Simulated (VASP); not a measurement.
# Li2H in VASP: a series of runs

Runs on Li2H. Level: PBE. Tasks: single point, relaxation of cell and atoms.

Everything below comes from runs of VASP 6.6.1. Logs are shortened: lines on timing, memory, paths and dates and some standing lists are left out, and cuts for length are marked.

## 1. The cell of the first run

The structure is orthorhombic, space group Cmc2_1 (No. 36). The conventional cell has a = 2.598 Å, b = 9.194 Å, c = 4.101 Å, α = 90.00°, β = 90.00°, γ = 90.00°. Li (site symmetry m) has 1 Li at 1.77 Å and 4 H at 2.04 Å within 2.3 Å. Li (site symmetry m) has 1 Li at 1.77 Å and 3 H at 2.05 to 2.06 Å within 2.3 Å. H (site symmetry m) has 7 Li at 2.04 to 2.06 Å and 4 H at 2.60 to 2.68 Å within 2.7 Å.

The cell was generated, and may not be a known phase.

## 2. Single point, PBE

File INCAR:

```
PREC     = Accurate       # precision mode
ENCUT    = 520            # plane-wave cutoff, eV
EDIFF    = 1E-6           # SCF threshold, eV
ISMEAR   = 0              # smearing method
SIGMA    = 0.1            # smearing width, eV
LREAL    = False          # projectors in reciprocal space
LASPH    = True           # aspherical terms in the spheres
NELM     = 80             # most SCF steps
ALGO     = Normal         # electronic algorithm
ISIF     = 2              # what is computed and relaxed
LWAVE    = False          # write WAVECAR
LCHARG   = False          # write CHGCAR
GGA      = PE             # functional
NBANDS   = 16             # bands
```

File KPOINTS:

```
regular mesh
0
Gamma
  6 6 4
```

File POSCAR:

```
Li2H
1.0
    1.2987583700     -4.5970081200      0.0000000000
    1.2987583700      4.5970081200      0.0000000000
    0.0000000000      0.0000000000      4.1010077000
Li H
4 2
Direct
    0.0691202900      0.9308797100      0.3802274500
    0.9308797100      0.0691202900      0.8802274500
    0.7996466800      0.2003533200      0.1957075300
    0.2003533200      0.7996466800      0.6957075300
    0.4064749600      0.5935250400      0.4990660500
    0.5935250400      0.4064749600      0.9990660500
```

Potentials or basis: VASP PAW PBE potentials, release 64 (Li_sv, H).

Launch:

```
cat potpaw_PBE.64/Li_sv/POTCAR potpaw_PBE.64/H/POTCAR > POTCAR
mpirun -np 1 vasp_std > vasp.out
```

OUTCAR:

```text
PREC = Accurate
   ENCUT = 520
   EDIFF = 1E-6
   ISMEAR = 0
   LREAL = False
   LASPH = True
   NELM = 80
   ISIF = 2
   GGA = PE

 ion  position               nearest neighbor table
   1  0.069  0.931  0.380-   4 1.77   2 2.41   2 2.41   3 2.59   3 2.60   3 2.60
   2  0.931  0.069  0.880-   3 1.77   1 2.41   1 2.41   4 2.59   4 2.60   4 2.60
   3  0.800  0.200  0.196-   2 1.77   1 2.59   4 2.59   4 2.59   4 2.59   4 2.59   1 2.60   1 2.60

   4  0.200  0.800  0.696-   1 1.77   2 2.59   3 2.59   3 2.59   3 2.59   3 2.59   2 2.60   2 2.60

   5  0.406  0.594  0.499-
   6  0.594  0.406  0.999-

  LATTYP: Found a base centered orthorhombic cell.
 ALAT       =     2.5975167400
 B/A-ratio  =     3.5395407076
 C/A-ratio  =     1.5788185835

  Lattice vectors:

 A1 = (   1.2987583700,  -4.5970081200,   0.0000000000)
 A2 = (   1.2987583700,   4.5970081200,   0.0000000000)
 A3 = (   0.0000000000,   0.0000000000,   4.1010077000)

Analysis of symmetry for initial positions (statically):
=====================================================================
 Subroutine PRICEL returns:
 Original cell was already a primitive cell.

 Routine SETGRP: Setting up the symmetry group for a
 base centered orthorhombic supercell.

 Subroutine GETGRP returns: Found  4 space group operations
 (whereof  2 operations were pure point group operations)
 out of a pool of  8 trial point group operations.

The static configuration has the point symmetry C_1h.
 The point group associated with its full space group is C_2v.

Analysis of symmetry for dynamics (positions and initial velocities):
=====================================================================
 Subroutine PRICEL returns:
 Original cell was already a primitive cell.

 Routine SETGRP: Setting up the symmetry group for a
 base centered orthorhombic supercell.

 Subroutine GETGRP returns: Found  4 space group operations
 (whereof  2 operations were pure point group operations)
 out of a pool of  8 trial point group operations.

The dynamic configuration has the point symmetry C_1h.
 The point group associated with its full space group is C_2v.

 Subroutine INISYM returns: Found  4 space group operations
 (whereof  2 operations are pure point group operations),
 and found     1 'primitive' translations

----------------------------------------------------------------------------------------

[... 99 lines left out ...]
   NELM   =     80;   NELMIN=  2; NELMDL= -5     # of ELM steps
   EDIFF  = 0.1E-05   stopping-criterion for ELM
   LREAL  =      F    real-space projection
   EDIFFG = 0.1E-04   stopping-criterion for IOM
   NSW    =      0    number of steps for IOM
   IBRION =     -1    ionic relax: 0-MD 1-quasi-New 2-CG
   NFREE  =      0    steps in history (QN), initial steepest desc. (CG)
   ISIF   =      2    stress and relaxation
   ISYM   =      2    0-nonsym 1-usesym 2-fastsym
   POTIM  = 0.5000    time-step for ionic-motion
   TEBEG  =    0.0;   TEEND  =   0.0 temperature during run
   PSTRESS=    0.0 pullay stress
   NELECT =      14.0000    total number of electrons
   NUPDOWN=      -1.0000    fix difference up-down
   EMIN   =  10.00;   EMAX   =-10.00  energy-range for DOS
   EFERMI =   0.00;   METHOD = LEGACY
   ISMEAR =     0;   SIGMA  =   0.10  broadening in eV -4-tet -1-fermi 0-gaus
   EFERMI_NEDOS =   21; number of points for ismear=-14 and -15
   IALGO  =     38    algorithm
   IMIX   =      4    mixing-type and parameters
     AMIX     =   0.40;   BMIX     =  1.00
     AMIX_MAG =   1.60;   BMIX_MAG =  1.00
  volume/ion in A,a.u.               =       8.16        55.08
  Fermi-wavevector in a.u.,A,eV,Ry     =   1.078473  2.038019 15.825003  1.163105
  Thomas-Fermi vector in A             =   2.214413
   LORBIT       =      0    0 simple, 1 ext, 2 COOP (PROOUT), +10 PAW based schemes
   GGA     = PE    functional components
   LHFCALC =     F    Hartree Fock is set to
   AEXX    =    0.0000 exact exchange contribution
   IVDW    =     0    specifies the selected vdW correction
   LEPSILON=     F    determine dielectric tensor
   LRPA    =     F    only Hartree local field effects (RPA)
 non-spin polarized calculation
 Gauss-broadening in eV      SIGMA  =   0.10
  energy-cutoff  :      520.00
  volume of cell :       48.97
 maximum number of plane-waves:      1340
   NGX = 17   NGY = 17   NGZ = 15

 number of electron      14.0000006 magnetization

 Free energy of the ion-electron system (eV)
  ---------------------------------------------------
  ext. energy  EPLUGINS =         0.00000000
  ---------------------------------------------------
  free energy    TOTEN  =       -12.15219119 eV

  energy without entropy =      -12.14247391  energy(sigma->0) =      -12.14733255

 E-fermi :   3.4042     XC(G=0):  -9.0044

 val. band max:        3.3750954380   @ k =   0.5000   0.0000   0.5000
 cond. band min:       3.5339589837   @ k =   0.5000   0.0000   0.2500
 fundamental gap:      0.1588635457
 Fermi energy:         3.4041836752

 k-point     1 :       0.0000    0.0000    0.0000
  band No.  band energies     occupation
      1     -43.8046      2.00000
      2     -43.6927      2.00000
      3     -43.1969      2.00000
      4     -43.1628      2.00000
      5      -4.1286      2.00000
      6      -1.5199      2.00000
[... 433 lines left out ...]
      3     -43.1854      2.00000
      4     -43.1609      2.00000
      5      -3.1369      2.00000
      6      -2.0892      2.00000
[... 8 lines left out ...]
     15      14.9644      0.00000
     16      15.8866      0.00000

 [... further k-points ...]
[... 5 lines left out ...]
  --------------------------------------------------------------------------------------
  -------------------------------------------------------------------------------------
  Total       -0.1099389      7.3762491      7.2255939      0.0000000      0.0000000      0.0000000
  in kB       -3.5969781    241.3359094    236.4067770      0.0000000      0.0000000      0.0000000
  external PRESSURE =     158.0485694 kB  Pullay stress =       0.0000000 kB

 VOLUME and BASIS-vectors are now :
 -----------------------------------------------------------------------------
  energy-cutoff  :      520.00
  volume of cell :       48.97
      direct lattice vectors                 reciprocal lattice vectors
     1.298758370 -4.597008120  0.000000000     0.384983082 -0.108766395  0.000000000
     1.298758370  4.597008120  0.000000000     0.384983082  0.108766395  0.000000000
     0.000000000  0.000000000  4.101007700     0.000000000  0.000000000  0.243842507

 POSITION                                       TOTAL-FORCE (eV/Angst)
 -----------------------------------------------------------------------------------
      1.29876      3.96152      1.55932         0.000000      1.724808     -2.121861
      1.29876     -3.96152      3.60982         0.000000     -1.724808     -2.121861
      1.29876     -2.75496      0.80260         0.000000      1.051393      2.141012
      1.29876      2.75496      2.85310         0.000000     -1.051393      2.141012
      1.29876      0.85987      2.04667         0.000000      0.062091     -0.019150
      1.29876     -0.85987      4.09718         0.000000     -0.062091     -0.019150
 -----------------------------------------------------------------------------------
    total drift:                                0.000001      0.000000      0.000118

  FREE ENERGIE OF THE ION-ELECTRON SYSTEM (eV)
  ---------------------------------------------------
  free  energy   TOTEN  =       -12.1521911923 eV

  energy  without entropy=      -12.1424739112  energy(sigma->0) =      -12.14733255
```

stdout:

```text
POSCAR found type information on POSCAR LiH
 POSCAR found :  2 types and       6 ions
 scaLAPACK will be used
 LDA part: xc-table for (Slater+PW92), standard interpolation
 POSCAR, INCAR and KPOINTS ok, starting setup
 FFT: planning ... GRIDC
 FFT: planning ... GRID_SOFT
 FFT: planning ... GRID
 WAVECAR not read
 entering main loop
```

It took 32 s on 1 thread of Intel Xeon Platinum 8259CL at 2.50GHz (Skylake/Cascade Lake), shared host; peak memory 0.18 GiB.

Results:

* Free energy: -12.1522 eV
* Largest force: 2.734 eV/Å
* Band gap on the k mesh: zero (bands 7 and 8 overlap by 3.15 eV)

Forces on the atoms (eV/Å):
```
Li   0.000  1.725 -2.122
Li   0.000 -1.725 -2.122
Li   0.000  1.051  2.141
Li   0.000 -1.051  2.141
H    0.000  0.062 -0.019
H    0.000 -0.062 -0.019
```

Levels at points of the mesh, in eV from the Fermi level:
| k point | band 5 | band 6 | band 7 | band 8 | band 9 | band 10 |
| --- | --- | --- | --- | --- | --- | --- |
| (0.00, 0.00, 0.00) | -7.53 | -4.92 | -0.58 | -0.06 | 1.72 | 4.54 |
| (0.50, 0.00, 0.00) | -5.47 | -2.89 | 1.10 | 1.68 | 2.61 | 4.48 |
| (0.50, 0.50, 0.00) | -7.13 | -5.94 | -0.04 | 0.56 | 1.93 | 3.69 |
| (0.00, 0.00, 0.50) | -6.46 | -6.46 | -0.67 | -0.67 | 2.89 | 2.89 |
| (0.50, 0.00, 0.50) | -3.83 | -3.83 | -0.03 | -0.03 | 2.28 | 2.28 |
| (0.50, 0.50, 0.50) | -6.38 | -6.38 | -1.76 | -1.76 | 6.95 | 6.95 |

Caveat: the k points lie up to 0.42 Å⁻¹ apart, too coarse for converged energies and pressures of a metal; the cutoff is under 1.25 times the usual one of these potentials, so pressure, stress and relaxed cells hold a basis-set (Pulay) error; atoms lie so close that the PAW spheres overlap strongly, which falsifies energies and pressures; forces of over 1 eV/Å act on the atoms, so gaps and moduli don't describe the material at rest.

## 3. Single point, PBE

This run uses another cell than the first one, of 11.92 Å³/atom.

File INCAR:

```
PREC = Accurate
ENCUT = 520
EDIFF = 1E-6
ISMEAR = 0
SIGMA = 0.1
LREAL = False
LASPH = True
NELM = 100
ALGO = Normal
ISIF = 2
LWAVE = False
LCHARG = True
GGA = PE
LELF = True
LVHAR = True
NBANDS = 16
```

KPOINTS is that of step 2.

File POSCAR:

```
Li2H
1.0
    1.2757907214     -5.6222294714      0.0000000000
    1.2757907214      5.6222294714      0.0000000000
    0.0000000000      0.0000000000      4.9854333985
Li H
4 2
Direct
    0.0493920144      0.9506079856      0.2680584640
    0.9506079856      0.0493920144      0.7680584640
    0.8144977066      0.1855022934      0.3484494286
    0.1855022934      0.8144977066      0.8484494286
    0.4361461521      0.5638538479      0.4584931374
    0.5638538479      0.4361461521      0.9584931374
```

Potentials or basis: VASP PAW PBE potentials, release 64 (Li_sv, H).

Launch:

```
cat potpaw_PBE.64/Li_sv/POTCAR potpaw_PBE.64/H/POTCAR > POTCAR
mpirun -np 1 vasp_std > vasp.out
```

It took 77 s on 1 thread of Intel Xeon Platinum 8259CL at 2.50GHz (Skylake/Cascade Lake), shared host; peak memory 0.27 GiB.

It converged, with:

| Quantity | Value |
| --- | --- |
| Free energy | -15.5803 eV |
| Largest force | 0.009 eV/Å |
| Band gap on the k mesh | zero (bands 7 and 8 overlap by 4.05 eV) |

Forces in eV/Å, atoms in the order of the input:
```
Li   0.000  0.009 -0.001
Li   0.000 -0.009 -0.001
Li   0.000 -0.003  0.000
Li   0.000  0.003  0.000
H    0.000  0.008  0.001
H    0.000 -0.008  0.001
```

Levels at points of the mesh, in eV from the Fermi level:
```csv
k point,band 5,band 6,band 7,band 8,band 9,band 10
"(0.00, 0.00, 0.00)",-6.70,-5.22,-1.48,-0.56,1.27,2.95
"(0.50, 0.00, 0.00)",-4.45,-2.43,1.98,2.39,2.80,3.62
"(0.50, 0.50, 0.00)",-6.57,-5.36,-2.24,0.43,1.56,2.02
"(0.00, 0.00, 0.50)",-6.03,-6.03,-1.38,-1.38,2.01,2.01
"(0.50, 0.00, 0.50)",-3.52,-3.52,2.05,2.05,2.80,2.80
"(0.50, 0.50, 0.50)",-5.96,-5.96,-1.99,-1.99,4.29,4.29
```

Caveat: the k points lie up to 0.42 Å⁻¹ apart, too coarse for converged energies and pressures of a metal; the cutoff is under 1.25 times the usual one of these potentials, so pressure, stress and relaxed cells hold a basis-set (Pulay) error.

[end of part 1 of 2]

The gap in the log of VASP goes by the Fermi energy; the results here count the filled bands.